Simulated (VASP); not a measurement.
# Ga3As3CO in VASP: single point with PBE+D3(BJ)

Aim: the single point of Ga3As3CO with PBE+D3(BJ).

All numbers are computed with VASP 6.6.1; they aren't measurements. Logs are shortened: lines on timing, memory, paths and dates and some standing lists are left out, and cuts for length are marked.

## (1) The cell of the first run

The cell holds a slab with vacuum, 8 atoms: a = 4.014 Å, b = 5.676 Å, c = 23.335 Å, α = 90.00°, β = 90.00°, γ = 90.00°.

## (2) Single point, PBE+D3(BJ)

The input, INCAR:

```
PREC = Accurate ; ENCUT = 520
EDIFF = 1E-6 ; ISMEAR = 0
SIGMA = 0.05 ; LREAL = False
LASPH = True ; NELM = 60
ALGO = Normal ; ISIF = 2
LWAVE = False ; LCHARG = False
LDIPOL = True ; IDIPOL = 3
DIPOL = 0.5 0.5 0.330 ; GGA = PE
IVDW = 12 ; NBANDS = 42
```

The input, KPOINTS:

```
Automatic mesh
0
Gamma
  7 5 1
```

The input, POSCAR:

```
Ga3As3CO
1.0
    4.0137031111      0.0000000000      0.0000000000
    0.0000000000      5.6762333751      0.0000000000
    0.0000000000      0.0000000000     23.3352699083
Ga As O C
3 3 1 1
Direct
    0.5000000000      0.5000000000      0.1714143447
    0.0000000000      0.0653835255      0.2680035048
    0.5000000000      0.4894639609      0.3228546357
    0.0000000000      0.2500000000      0.1714143447
    0.5000000000      0.8102208698      0.2504948966
    0.0000000000      0.2887573198      0.3593388866
    0.1666666667      0.2887573198      0.5221825141
    0.1666666667      0.2887573198      0.5714641382
```

Potentials or basis: VASP PAW PBE potentials, release 64 (Ga_d, As, O, C).

Launch:

```bash
$ cat potpaw_PBE.64/Ga_d/POTCAR potpaw_PBE.64/As/POTCAR potpaw_PBE.64/O/POTCAR potpaw_PBE.64/C/POTCAR > POTCAR
$ mpirun -np 1 vasp_std > vasp.out
```

OUTCAR:

```text
PREC = Accurate
   ENCUT = 520
   EDIFF = 1E-6
   ISMEAR = 0
   LREAL = False
   LASPH = True
   NELM = 60
   ISIF = 2
   GGA = PE
   IVDW = 12
 IVDW          = 12

 ion  position               nearest neighbor table
   1  0.500  0.500  0.171-   4 2.46   4 2.46   5 2.55
   2  0.000  0.065  0.268-   6 2.48   4 2.49   5 2.51   5 2.51
   3  0.500  0.489  0.323-   6 2.46   6 2.46   5 2.48
   4  0.000  0.250  0.171-   1 2.46   1 2.46   2 2.49
   5  0.500  0.810  0.250-   3 2.48   2 2.51   2 2.51   1 2.55
   6  0.000  0.289  0.359-   3 2.46   3 2.46   2 2.48
   7  0.167  0.289  0.522-   8 1.15
   8  0.167  0.289  0.571-   7 1.15

  LATTYP: Found a simple orthorhombic cell.
 ALAT       =     4.0137031111
 B/A-ratio  =     1.4142135624
 C/A-ratio  =     5.8139003465

  Lattice vectors:

 A1 = (   4.0137031111,   0.0000000000,   0.0000000000)
 A2 = (   0.0000000000,   5.6762333751,   0.0000000000)
 A3 = (   0.0000000000,   0.0000000000,  23.3352699083)

Analysis of symmetry for initial positions (statically):
=====================================================================
 Subroutine PRICEL returns:
 Original cell was already a primitive cell.

 Routine SETGRP: Setting up the symmetry group for a
 simple orthorhombic supercell.

 Subroutine GETGRP returns: Found  1 space group operations
 (whereof  1 operations were pure point group operations)
 out of a pool of  8 trial point group operations.

The static configuration has the point symmetry C_1 .

Analysis of symmetry for dynamics (positions and initial velocities):
=====================================================================
 Subroutine PRICEL returns:
 Original cell was already a primitive cell.

 Routine SETGRP: Setting up the symmetry group for a
 simple orthorhombic supercell.

 Subroutine GETGRP returns: Found  1 space group operations
 (whereof  1 operations were pure point group operations)
 out of a pool of  8 trial point group operations.

The dynamic configuration has the point symmetry C_1 .

 Subroutine INISYM returns: Found  1 space group operations
 (whereof  1 operations are pure point group operations),
 and found     1 'primitive' translations

----------------------------------------------------------------------------------------

                                     Primitive cell

  volume of cell :     531.6408

  direct lattice vectors                    reciprocal lattice vectors
[... 104 lines left out ...]
   NUPDOWN=      -1.0000    fix difference up-down
   EMIN   =  10.00;   EMAX   =-10.00  energy-range for DOS
   EFERMI =   0.00;   METHOD = LEGACY
   ISMEAR =     0;   SIGMA  =   0.05  broadening in eV -4-tet -1-fermi 0-gaus
   EFERMI_NEDOS =   21; number of points for ismear=-14 and -15
   IALGO  =     38    algorithm
   IMIX   =      4    mixing-type and parameters
     AMIX     =   0.40;   BMIX     =  1.00
     AMIX_MAG =   1.60;   BMIX_MAG =  1.00
  volume/ion in A,a.u.               =      66.46       448.46
  Fermi-wavevector in a.u.,A,eV,Ry     =   0.808342  1.527546  8.890285  0.653418
  Thomas-Fermi vector in A             =   1.917130
   LORBIT       =      0    0 simple, 1 ext, 2 COOP (PROOUT), +10 PAW based schemes
   GGA     = PE    functional components
   LHFCALC =     F    Hartree Fock is set to
   AEXX    =    0.0000 exact exchange contribution
   IVDW    =    12    specifies the selected vdW correction
   LEPSILON=     F    determine dielectric tensor
   LRPA    =     F    only Hartree local field effects (RPA)
 non-spin polarized calculation
 Gauss-broadening in eV      SIGMA  =   0.05
  energy-cutoff  :      520.00
  volume of cell :      531.64
 maximum number of plane-waves:     14367
 NGX is ok and might be reduce to    30
   NGX = 15   NGY = 21   NGZ = 87

 dipolmoment           0.000000      0.000000     -0.002191 electrons x Angstroem

 number of electron      64.0000021 magnetization

 dipolmoment           0.000000      0.000000      0.055941 electrons x Angstroem

 Free energy of the ion-electron system (eV)
  ---------------------------------------------------
  ext. energy  EPLUGINS =         0.00000000
  ---------------------------------------------------
  free energy    TOTEN  =       -37.54119134 eV

  energy without entropy =      -37.54119134  energy(sigma->0) =      -37.54119134

 E-fermi :  -2.0807     XC(G=0):  -3.8587

 val. band max:       -2.2787073575   @ k =   0.0000   0.0000   0.0000
 cond. band min:      -1.8790703996   @ k =   0.4286   0.0000   0.0000
 fundamental gap:      0.3996369579
 Fermi energy:        -2.0806693138

 k-point     1 :       0.0000    0.0000    0.0000
  band No.  band energies     occupation
      1     -26.7024      2.00000
      2     -17.2576      2.00000
      3     -17.1985      2.00000
      4     -17.1832      2.00000
      5     -17.1588      2.00000
      6     -17.1357      2.00000
[... 799 lines left out ...]
     41       2.7205      0.00000
     42       3.0462      0.00000

------------------------ aborting loop because EDIFF is reached ----------------------------------------

 vacuum level on the upper side and lower side of the slab       (xc-potential included)         0.009        -0.419

 Edisp (eV)   -1.24405

 E8    (eV) :    -0.5669

  FORCE on cell =-STRESS in cart. coord.  units (eV):
  Direction    XX          YY          ZZ          XY          YZ          ZX
  --------------------------------------------------------------------------------------
  -------------------------------------------------------------------------------------
  Total      -2.08000    -2.63751    -0.77451     0.00202    -0.02932     0.02070
  in kB      -6.26838    -7.94853    -2.33409     0.00610    -0.08836     0.06237
  external pressure =       -5.52 kB  Pullay stress =        0.00 kB

 VOLUME and BASIS-vectors are now :
 -----------------------------------------------------------------------------
  energy-cutoff  :      520.00
  volume of cell :      531.64
      direct lattice vectors                 reciprocal lattice vectors
     4.013703111  0.000000000  0.000000000     0.249146480  0.000000000  0.000000000
     0.000000000  5.676233375  0.000000000     0.000000000  0.176173165  0.000000000
     0.000000000  0.000000000 23.335269908     0.000000000  0.000000000  0.042853586

 POSITION                                       TOTAL-FORCE (eV/Angst)
 -----------------------------------------------------------------------------------
      2.00685      2.83812      4.00000        -0.000053     -0.313786      1.029057
      0.00000      0.37113      6.25393        -0.001218     -0.000692      0.013378
      2.00685      2.77831      7.53390         0.001362     -0.001875      0.001992
      0.00000      1.41906      4.00000         0.000163      0.317405     -1.066186
      2.00685      4.59900      5.84537        -0.000549      0.010716     -0.012405
      0.00000      1.63905      8.38527        -0.005447     -0.015423      0.041234
      0.66895      1.63905     12.18527         0.008400      0.005730      0.728055
      0.66895      1.63905     13.33527        -0.002656     -0.002074     -0.735124
 -----------------------------------------------------------------------------------
    total drift:                               -0.000217     -0.000807     -0.000881

  FREE ENERGIE OF THE ION-ELECTRON SYSTEM (eV)
  ---------------------------------------------------
  free  energy   TOTEN  =       -38.7852453317 eV

  energy  without entropy=      -38.7852453314  energy(sigma->0) =      -38.78524533

 vacuum level on the upper side and lower side of the slab         2.644         2.203
```

OSZICAR:

```text
N       E                     dE             d eps       ncg     rms          rms(c)
DAV:   1     0.470722908627E+03    0.47072E+03   -0.26540E+04  1640   0.136E+03
DAV:   2     0.367935317474E+02   -0.43393E+03   -0.41545E+03  1842   0.311E+02
DAV:   3    -0.347902601084E+02   -0.71584E+02   -0.70505E+02  1990   0.128E+02
[... 13 lines left out ...]
DAV:  17    -0.375411391412E+02   -0.96906E-04   -0.11796E-05  1728   0.186E-02    0.249E-03
DAV:  18    -0.375411703681E+02   -0.31227E-04   -0.31515E-06  1320   0.253E-02    0.139E-03
DAV:  19    -0.375411821300E+02   -0.11762E-04   -0.88180E-07  1268   0.611E-03    0.717E-04
DAV:  20    -0.375411903619E+02   -0.82319E-05   -0.77193E-07  1136   0.548E-03    0.399E-04
DAV:  21    -0.375411913359E+02   -0.97400E-06   -0.17398E-07  1134   0.287E-03
   1 F= -.38785245E+02 E0= -.38785245E+02  d E =-.264363E-09
```

stdout:

```text
POSCAR found type information on POSCAR GaAsO C
 POSCAR found :  4 types and       8 ions
 scaLAPACK will be used
 LDA part: xc-table for (Slater+PW92), standard interpolation
 POSCAR, INCAR and KPOINTS ok, starting setup
 FFT: planning ... GRIDC
 FFT: planning ... GRID_SOFT
 FFT: planning ... GRID
 WAVECAR not read
 entering main loop
```

Run time: 13 min. Hardware: 1 thread of Intel Xeon Platinum 8259CL at 2.50GHz (Skylake/Cascade Lake), shared host; peak memory 0.74 GiB.

Results:

```yaml
Free_energy: -38.7852 eV
Largest_force: 1.112 eV/Å
Band_gap_on_the_k_mesh: 0.40 eV (least direct gap 0.75 eV)
Dispersion_energy_per_atom: -0.156 eV
```

Forces in eV/Å, atoms in the order of the input:
```
Ga   0.000 -0.314  1.029
Ga  -0.001 -0.001  0.013
Ga   0.001 -0.002  0.002
As   0.000  0.317 -1.066
As  -0.001  0.011 -0.012
As  -0.005 -0.015  0.041
O    0.008  0.006  0.728
C   -0.003 -0.002 -0.735
```
